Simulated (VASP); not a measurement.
# ZnSeS (P-6m2) in VASP: further runs, part 2 of 2

VASP 6.6.1. Earlier steps stand in the parts before.

### 3 Single point, PBE

This run uses another cell than the first one, of 25.24 Å³/atom.

The input, INCAR:

```
SYSTEM = ZnSeS
PREC     = Accurate       ! precision mode
ENCUT    = 520            ! plane-wave cutoff, eV
EDIFF    = 1E-7           ! SCF threshold, eV
ISMEAR   = 0              ! smearing method
SIGMA    = 0.1            ! smearing width, eV
LREAL    = .FALSE.        ! projectors in reciprocal space
LASPH    = .TRUE.         ! aspherical terms in the spheres
NELM     = 60             ! most SCF steps
ALGO     = Normal         ! electronic algorithm
ISIF     = 2              ! what is computed and relaxed
LWAVE    = .FALSE.        ! write WAVECAR
LCHARG   = .TRUE.         ! write CHGCAR
GGA      = PE             ! functional
LELF     = .TRUE.         ! ELF
LVHAR    = .TRUE.       
NBANDS   = 19             ! bands
```

The input, KPOINTS:

```
Automatic mesh
0
G
  6 6 4
  0 0 0
```

The input, POSCAR:

```
ZnSeS
1.0
    4.3161556553     -0.0000000031      0.0000000000
   -2.1580778250      3.7379004458      0.0000000000
    0.0000000000      0.0000000000      4.6937624861
Zn Se S
1 1 1
Direct
    0.0000000000      0.0000000000      0.5000000000
    0.6666666667      0.3333333333      0.5000000000
    0.0000000000      0.0000000000      0.0000000000
```

Potentials or basis: VASP PAW PBE potentials, release 64 (Zn, Se, S).

Launch:

```
$ cat potpaw_PBE.64/Zn/POTCAR potpaw_PBE.64/Se/POTCAR potpaw_PBE.64/S/POTCAR > POTCAR
$ mpirun -np 1 vasp_std > vasp.out
```

Run time: 33 s. Hardware: 1 thread of Intel Xeon 8259CL, shared host; peak memory 0.2 GiB.

Results (log left out):

```
Free energy            : -7.9963 eV
Pressure               : 0.2 GPa
Band gap on the k mesh : zero (bands 12 and 13 overlap by 1.14 eV)
```

Levels at points of the mesh, in eV from the Fermi level:
| k point | band 8 | band 9 | band 10 | band 11 | band 12 | band 13 | band 14 | band 15 | band 16 | band 17 |
| --- | --- | --- | --- | --- | --- | --- | --- | --- | --- | --- |
| (0.00, 0.00, 0.00) | -4.04 | -1.92 | -1.92 | 0.00 | 0.00 | 0.32 | 1.07 | 5.74 | 6.07 | 6.07 |
| (0.50, 0.00, 0.00) | -3.85 | -3.24 | -2.95 | -1.40 | -0.81 | 0.14 | 2.79 | 7.51 | 8.18 | 8.61 |
| (0.00, 0.00, 0.50) | -2.92 | -1.41 | -1.29 | -1.29 | -0.48 | -0.48 | 4.84 | 5.05 | 5.05 | 7.08 |
| (0.50, 0.00, 0.50) | -5.93 | -2.73 | -2.33 | -0.76 | -0.22 | 0.43 | 4.66 | 6.70 | 7.66 | 8.66 |

### 4 Relaxation of cell and atoms, PBE

The input, INCAR:

```
  PREC = Accurate
  ENCUT = 600
  EDIFF = 1E-7
  ISMEAR = 0
  SIGMA = 0.1
  LREAL = False
  LASPH = True
  NELM = 100
  ALGO = Normal
  ISIF = 3
  LWAVE = False
  LCHARG = False
  GGA = PE
  IBRION = 2
  NSW = 90
  EDIFFG = -0.04
```

The input, KPOINTS:

```
Automatic mesh
0
Gamma
  6 6 4
```

The input, POSCAR:

```
ZnSeS
1.0
    4.0556143300      0.0000000000      0.0000000000
   -2.0278071600      3.5122650400      0.0000000000
    0.0000000000      0.0000000000      5.3463071900
Zn Se S
1 1 1
Direct
    0.0000000000      0.0000000000      0.5000000000
    0.6666666700      0.3333333300      0.5000000000
    0.0000000000      0.0000000000      0.0000000000
```

Launch:

```
$ cat potpaw_PBE.64/Zn/POTCAR potpaw_PBE.64/Se/POTCAR potpaw_PBE.64/S/POTCAR > POTCAR
$ mpirun -np 1 vasp_std > vasp.out
```

Run time: 3.5 min. Hardware: 1 thread of Intel Xeon 8259CL, shared host; peak memory 0.25 GiB.

It converged, with:

- Free energy: -7.9957 eV
- Relaxed volume: 25.41 Å³/atom
- Relaxed cell: a = 4.334 Å, b = 4.334 Å, c = 4.685 Å, α = 90.00°, β = 90.00°, γ = 120.00°
- Space group after relaxing (to 0.1 Å): P-6m2 (No. 187)
- Energy gained by relaxing: 146.6 meV/atom
- Ionic steps: 7
- Pressure after relaxing: -0.1 GPa
- Band gap on the k mesh: zero (bands 12 and 13 overlap by 1.15 eV)

Stress tensor (GPa, compression positive):
```
-0.20  0.00  0.00
 0.00 -0.20  0.00
 0.00  0.00  0.23
```

The path:
```
step  energy change (eV)  largest force (eV/Å)  pressure (GPa)  volume (Å³)
   1              0.0000                0.0000            0.72        76.15
   2             -0.3022                0.0000           -1.15        77.20
   3             -0.4265                0.0000           -1.25        77.72
   4             -0.4343                0.0000           -1.01        77.82
   5             -0.4340                0.0000           -1.06        77.80
   6             -0.4386                0.0000            0.43        75.52
   7             -0.4398                0.0000           -0.06        76.22
```

Final structure:
```
CELL_PARAMETERS angstrom
4.33406 0.00000 0.00000
-2.16703 3.75341 0.00000
0.00000 0.00000 4.68523
ATOMIC_POSITIONS crystal
Zn 0.00000 0.00000 0.50000
Se 0.66667 0.33333 0.50000
S 0.00000 0.00000 0.00000
```

Levels at points of the mesh, in eV from the Fermi level:
| k point | band 10 | band 11 | band 12 | band 13 | band 14 | band 15 |
| --- | --- | --- | --- | --- | --- | --- |
| (0.00, 0.00, 0.00) | -1.93 | -0.01 | -0.01 | 0.31 | 1.05 | 5.72 |
| (0.50, 0.00, 0.00) | -2.93 | -1.39 | -0.79 | 0.14 | 2.79 | 7.47 |
| (0.00, 0.00, 0.50) | -1.29 | -1.29 | -0.49 | -0.49 | 4.87 | 5.04 |
| (0.50, 0.00, 0.50) | -2.31 | -0.76 | -0.22 | 0.43 | 4.67 | 6.73 |

### 5 Single point, PBE

This run uses another cell than the first one, of 25.31 Å³/atom.

The input, INCAR:

```
ALGO = Normal
EDIFF = 1E-6
ENCUT = 520
GGA = PE
ISIF = 2
ISMEAR = 0
LASPH = True
LCHARG = False
LREAL = False
LWAVE = False
NBANDS = 19
NELM = 80
PREC = Accurate
SIGMA = 0.1
```

The input, KPOINTS:

```
k-points
0
Gamma
  12 12 10
```

The input, POSCAR:

```
ZnSeS
1.0
    4.3157995748      0.0000000000      0.0000000000
   -2.1578997874      3.7375920694      0.0000000000
    0.0000000000      0.0000000000      4.7070492360
Zn Se S
1 1 1
Direct
    0.0000000000      0.0000000000      0.5000000000
    0.6666666667      0.3333333333      0.5000000000
    0.0000000000      0.0000000000      0.0000000000
```

Launch:

```
$ cat potpaw_PBE.64/Zn/POTCAR potpaw_PBE.64/Se/POTCAR potpaw_PBE.64/S/POTCAR > POTCAR
$ mpirun -np 1 vasp_std > vasp.out
```

Run time: 2.6 min. Hardware: 1 thread of Intel Xeon 8259CL, shared host; peak memory 0.32 GiB.

The run converged. Its results:

- Free energy: -7.9578 eV
- Pressure: 0.1 GPa
- Band gap on the k mesh: zero (bands 12 and 13 overlap by 1.14 eV)

Stress tensor (GPa, compression positive):
```
0.08 0.00 0.00
0.00 0.08 0.00
0.00 0.00 0.17
```

Levels at points of the mesh, in eV from the Fermi level:
| k point | band 9 | band 10 | band 11 | band 12 | band 13 | band 14 | band 15 | band 16 |
| --- | --- | --- | --- | --- | --- | --- | --- | --- |
| (0.00, 0.00, 0.00) | -1.88 | -1.88 | 0.03 | 0.03 | 0.37 | 1.09 | 5.77 | 6.10 |
| (0.50, 0.00, 0.00) | -3.19 | -2.90 | -1.38 | -0.76 | 0.16 | 2.82 | 7.54 | 8.19 |
| (0.00, 0.00, 0.50) | -1.36 | -1.25 | -1.25 | -0.45 | -0.45 | 4.83 | 5.09 | 5.09 |
| (0.50, 0.00, 0.50) | -2.68 | -2.29 | -0.73 | -0.19 | 0.46 | 4.66 | 6.70 | 7.68 |

### 6 Relaxation of cell and atoms, PBE

This run uses another cell than the first one, of 25.24 Å³/atom.

The input, INCAR:

```
SYSTEM = ZnSeS
PREC     = Accurate       ! precision mode
ENCUT    = 600            ! plane-wave cutoff, eV
EDIFF    = 1E-6           ! SCF threshold, eV
ISMEAR   = 0              ! smearing method
SIGMA    = 0.1            ! smearing width, eV
LREAL    = .False.        ! projectors in reciprocal space
LASPH    = .True.         ! aspherical terms in the spheres
NELM     = 80             ! most SCF steps
ALGO     = Normal         ! electronic algorithm
ISIF     = 3              ! what is computed and relaxed
LWAVE    = .False.        ! write WAVECAR
LCHARG   = .False.        ! write CHGCAR
GGA      = PE             ! functional
IBRION   = 2              ! ionic algorithm
NSW      = 100            ! ionic steps
EDIFFG   = -0.01          ! ionic threshold
```

The input, KPOINTS:

```
regular mesh
0
Gamma
  12 12 10
  0 0 0
```

The input, POSCAR:

```
ZnSeS
1.0
    4.3161556553      0.0000000000      0.0000000000
   -2.1580778277      3.7379004442      0.0000000000
    0.0000000000      0.0000000000      4.6937624861
Zn Se S
1 1 1
Direct
    0.0000000000      0.0000000000      0.5000000000
    0.6666666667      0.3333333333      0.5000000000
    0.0000000000      0.0000000000      0.0000000000
```

Potentials or basis: VASP PAW PBE potentials, release 64 (Zn, Se, S).

Launch:

```
$ cat potpaw_PBE.64/Zn/POTCAR potpaw_PBE.64/Se/POTCAR potpaw_PBE.64/S/POTCAR > POTCAR
$ mpirun -np 1 vasp_std > vasp.out
```

Run time: 5.4 min. Hardware: 1 thread of Intel Xeon 8259CL, shared host; peak memory 0.37 GiB.

Results (log left out):

```
Free energy                           : -7.9576 eV
Relaxed volume                        : 25.39 Å³/atom
Relaxed cell                          : a = 4.320 Å, b = 4.320 Å, c = 4.713 Å, α = 90.00°, β = 90.00°, γ = 120.00°
Space group after relaxing (to 0.1 Å) : P-6m2 (No. 187)
Energy gained by relaxing             : 0.2 meV/atom
Ionic steps                           : 2
Pressure after relaxing               : 0.0 GPa
Band gap on the k mesh                : zero (bands 12 and 13 overlap by 1.13 eV)
```

Step by step:
| step | energy change (eV) | largest force (eV/Å) | pressure (GPa) | volume (Å³) |
| --- | --- | --- | --- | --- |
| 1 | 0.0000 | 0.0000 | 0.26 | 75.73 |
| 2 | -0.0005 | 0.0000 | -0.04 | 76.18 |

Final structure:
```cif
data_structure
_symmetry_space_group_name_H-M 'P 1'
_symmetry_Int_Tables_number 1
_cell_length_a 4.3205
_cell_length_b 4.3205
_cell_length_c 4.7125
_cell_angle_alpha 90.000
_cell_angle_beta 90.000
_cell_angle_gamma 120.000
_cell_volume 76.18
loop_
_atom_site_label
_atom_site_type_symbol
_atom_site_fract_x
_atom_site_fract_y
_atom_site_fract_z
_atom_site_occupancy
Zn1 Zn 0.00000 0.00000 0.50000 1
Se1 Se 0.66667 0.33333 0.50000 1
S1 S 0.00000 0.00000 0.00000 1
```

Levels at points of the mesh, in eV from the Fermi level:
| k point | band 10 | band 11 | band 12 | band 13 | band 14 | band 15 |
| --- | --- | --- | --- | --- | --- | --- |
| (0.00, 0.00, 0.00) | -1.87 | 0.03 | 0.03 | 0.37 | 1.08 | 5.77 |
| (0.50, 0.00, 0.00) | -2.89 | -1.37 | -0.76 | 0.16 | 2.82 | 7.53 |
| (0.00, 0.00, 0.50) | -1.25 | -1.25 | -0.45 | -0.45 | 4.82 | 5.10 |
| (0.50, 0.00, 0.50) | -2.28 | -0.72 | -0.19 | 0.46 | 4.65 | 6.69 |

### 7 Overview

| task | cell | k mesh | cutoff (eV) | gap on the mesh (eV) | pressure (GPa) | relaxed volume (Å³/atom) |
| --- | --- | --- | --- | --- | --- | --- |
| single point | a = 4.056, b = 4.056, c = 5.346 Å, angles 90.0, 90.0, 120.0°, 3 atoms | 6 × 6 × 4 | 520 | none | 0.7 | - |
| single point | a = 4.316, b = 4.316, c = 4.694 Å, angles 90.0, 90.0, 120.0°, 3 atoms | 6 × 6 × 4 | 520 | none | 0.2 | - |
| relaxation of cell and atoms | relaxed from a = 4.056, b = 4.056, c = 5.346 Å, angles 90.0, 90.0, 120.0°, 3 atoms | 6 × 6 × 4 | 600 | none | -0.1 | 25.41 |
| single point | a = 4.316, b = 4.316, c = 4.707 Å, angles 90.0, 90.0, 120.0°, 3 atoms | 12 × 12 × 10 | 520 | none | 0.1 | - |
| relaxation of cell and atoms | relaxed from a = 4.316, b = 4.316, c = 4.694 Å, angles 90.0, 90.0, 120.0°, 3 atoms | 12 × 12 × 10 | 600 | none | 0.0 | 25.39 |

Alike in all rows: level PBE; potentials or basis VASP PAW PBE potentials, release 64 (Zn, Se, S); no spin polarisation; smearing gaussian 0.1 eV.

Absolute energies hang on the potentials; compare differences alone.
